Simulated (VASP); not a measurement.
# NbP (P4/nmm) in VASP: further runs, part 2 of 2

VASP 6.6.1.

## Step 5: Relaxation of cell and atoms, PBE

INCAR

```
SYSTEM = NbP
ALGO     = Normal         ! electronic algorithm
EDIFF    = 1E-6           ! SCF threshold, eV
EDIFFG   = -0.01          ! ionic threshold
ENCUT    = 600            ! plane-wave cutoff, eV
GGA      = PE             ! functional
IBRION   = 2              ! ionic algorithm
ISIF     = 3              ! what is computed and relaxed
ISMEAR   = 0              ! smearing method
LASPH    = .TRUE.         ! aspherical terms in the spheres
LCHARG   = .FALSE.        ! write CHGCAR
LREAL    = .FALSE.        ! projectors in reciprocal space
LWAVE    = .FALSE.        ! write WAVECAR
NELM     = 100            ! most SCF steps
NSW      = 100            ! ionic steps
PREC     = Accurate       ! precision mode
SIGMA    = 0.1            ! smearing width, eV
```

KPOINTS

```
k-points
0
G
  14 14 8
  0 0 0
```

POSCAR

```
NbP
1.0
    3.4039538237      0.0000000000      0.0000000000
    0.0000000000      3.4039538237      0.0000000000
    0.0000000000      0.0000000000      5.6789804108
Nb P
2 2
Direct
    0.0000000000      0.5000000000      0.3342237552
    0.5000000000      0.0000000000      0.6657762448
    0.0000000000      0.0000000000      0.0000000000
    0.5000000000      0.5000000000      0.0000000000
```

Potentials or basis: VASP PAW PBE potentials, release 64 (Nb_sv, P).

Command:

```console
> cat potpaw_PBE.64/Nb_sv/POTCAR potpaw_PBE.64/P/POTCAR > POTCAR
> mpirun -np 1 vasp_std > vasp.out
```

OUTCAR:

```text
SYSTEM = NbP
   EDIFF = 1E-6
   EDIFFG = -0.01
   ENCUT = 600
   GGA = PE
   IBRION = 2
   ISIF = 3
   ISMEAR = 0
   LASPH = .TRUE.
   LREAL = .FALSE.
   NELM = 100
   NSW = 100
   PREC = Accurate

 ion  position               nearest neighbor table
   1  0.000  0.500  0.334-   3 2.55   4 2.55   3 2.55   4 2.55
   2  0.500  0.000  0.666-   3 2.55   4 2.55   4 2.55   3 2.55
   3  0.000  0.000  0.000-   4 2.41   4 2.41   4 2.41   4 2.41   2 2.55   2 2.55   1 2.55   1 2.55

   4  0.500  0.500  0.000-   3 2.41   3 2.41   3 2.41   3 2.41   2 2.55   1 2.55   1 2.55   2 2.55

  LATTYP: Found a simple tetragonal cell.
 ALAT       =     3.4039538237
 C/A-ratio  =     1.6683482517

  Lattice vectors:

 A1 = (   3.4039538237,   0.0000000000,   0.0000000000)
 A2 = (   0.0000000000,   3.4039538237,   0.0000000000)
 A3 = (   0.0000000000,   0.0000000000,   5.6789804108)
[... 341 lines left out ...]
  free energy    TOTEN  =       -32.40654995 eV

  energy without entropy =      -32.40005456  energy(sigma->0) =      -32.40330225

 E-fermi :  10.4577     XC(G=0): -11.8700

 val. band max:       10.4527192425   @ k =   0.2143   0.2143   0.2500
 cond. band min:      10.4724905996   @ k =   0.2143   0.0714   0.1250
 fundamental gap:      0.0197713571
 Fermi energy:        10.4576876712

 k-point     1 :       0.0000    0.0000    0.0000
  band No.  band energies     occupation
      1     -44.3393      2.00000
      2     -44.2456      2.00000
      3     -20.6120      2.00000
      4     -20.3847      2.00000
      5     -20.3847      2.00000
      6     -20.2714      2.00000
[... 589 lines left out ...]
     21      12.4674      0.00000
     22      13.1962      0.00000

 [... further k-points ...]

------------------------ aborting loop because EDIFF is reached ----------------------------------------

  FORCE on cell =-STRESS in cart. coord.  units (eV):
  Direction    XX          YY          ZZ          XY          YZ          ZX
  --------------------------------------------------------------------------------------
  -------------------------------------------------------------------------------------
  Total       -0.0012341     -0.0012341      0.0029198      0.0000000     -0.0000000      0.0000000
  in kB       -0.0301171     -0.0301171      0.0712567      0.0000000     -0.0000000      0.0000000
  external PRESSURE =       0.0036742 kB  Pullay stress =       0.0000000 kB
[... 19 lines left out ...]
  FREE ENERGIE OF THE ION-ELECTRON SYSTEM (eV)
  ---------------------------------------------------
  free  energy   TOTEN  =       -32.4065499529 eV

  energy  without entropy=      -32.4000545570  energy(sigma->0) =      -32.40330225

 reached required accuracy - stopping structural energy minimisation
```

Run time: 17 min. Hardware: 1 thread of AMD EPYC 7R13 (Zen 3), shared host; peak memory 0.37 GiB.

What came out:

```
Free energy                            : -32.4065 eV
Relaxed volume                         : 16.41 Å³/atom
Relaxed cell                           : a = 3.398 Å, b = 3.398 Å, c = 5.686 Å, α = 90.00°, β = 90.00°, γ = 90.00°
Space group after relaxing (to 0.05 Å) : P4/nmm (No. 129)
Energy gained by relaxing              : 0.1 meV/atom
Ionic steps                            : 5
Pressure after relaxing                : 0.0 GPa
Largest force after relaxing           : 0.010 eV/Å
Band gap on the k mesh                 : zero (band 18 reaches 11.23 eV, above the bottom of band 19 at 10.16 eV)
```

Forces on the atoms (eV/Å):
```
Nb   0.000  0.000 -0.010
Nb   0.000  0.000  0.010
P    0.000  0.000  0.000
P    0.000  0.000  0.000
```

Step by step:
```tsv
step	energy change (eV)	largest force (eV/Å)	pressure (GPa)	volume (Å³)
1	0.0000	0.0124	-0.27	65.80
2	-0.0002	0.0073	0.30	65.53
3	-0.0003	0.0091	0.13	65.62
4	-0.0003	0.0195	-0.04	65.67
5	-0.0003	0.0097	0.00	65.65
```

Final structure:
```cif
data_structure
_symmetry_space_group_name_H-M 'P 1'
_symmetry_Int_Tables_number 1
_cell_length_a 3.3981
_cell_length_b 3.3981
_cell_length_c 5.6855
_cell_angle_alpha 90.000
_cell_angle_beta 90.000
_cell_angle_gamma 90.000
_cell_volume 65.65
loop_
_atom_site_label
_atom_site_type_symbol
_atom_site_fract_x
_atom_site_fract_y
_atom_site_fract_z
_atom_site_occupancy
Nb1 Nb 0.00000 0.50000 0.33435 1
Nb2 Nb 0.50000 0.00000 0.66565 1
P1 P 0.00000 0.00000 0.00000 1
P2 P 0.50000 0.50000 0.00000 1
```

Levels at points of the mesh, in eV from the Fermi level:
```
           k point  band 14  band 15  band 16  band 17  band 18  band 19  band 20  band 21  band 22
(0.00, 0.00, 0.00)    -3.39    -2.19    -2.18    -0.30     0.77     0.77     1.22     1.58     1.58
(0.50, 0.00, 0.00)    -2.77    -1.73    -1.73    -0.46    -0.46    -0.28    -0.28     2.60     2.60
(0.50, 0.50, 0.00)    -3.60    -1.30    -1.30    -0.73    -0.73     2.07     2.07     2.92     2.92
(0.00, 0.00, 0.50)    -3.40    -2.59    -0.88    -0.47    -0.47     0.31     1.44     2.05     2.57
(0.50, 0.00, 0.50)    -3.11    -2.35    -2.35    -0.20    -0.20     1.29     1.29     1.94     1.94
(0.50, 0.50, 0.50)    -3.81    -2.50    -2.50    -0.09    -0.09     2.92     2.92     3.41     3.41
```

## Step 6: Summary

```tsv
task	cell	k mesh	cutoff (eV)	gap on the mesh (eV)	pressure (GPa)	relaxed volume (Å³/atom)	largest force (eV/Å)
single point	a = 3.404, b = 3.404, c = 5.679 Å, 4 atoms	6 × 6 × 4	520	none	-0.4	-	0.02
relaxation of cell and atoms	relaxed from a = 3.735, b = 3.735, c = 4.719 Å, 4 atoms	6 × 6 × 4	600	none	-0.1	16.41	0.03
single point	a = 3.402, b = 3.402, c = 5.689 Å, 4 atoms	14 × 14 × 8	520	none	-0.4	-	0.01
relaxation of cell and atoms	relaxed from a = 3.404, b = 3.404, c = 5.679 Å, 4 atoms	14 × 14 × 8	600	none	0.0	16.41	0.01
```

Alike in all rows: level PBE; potentials or basis VASP PAW PBE potentials, release 64 (Nb_sv, P); no spin polarisation; smearing gaussian 0.1 eV.

Total energies depend on the potentials used, so only differences within one code and one set of settings carry meaning.
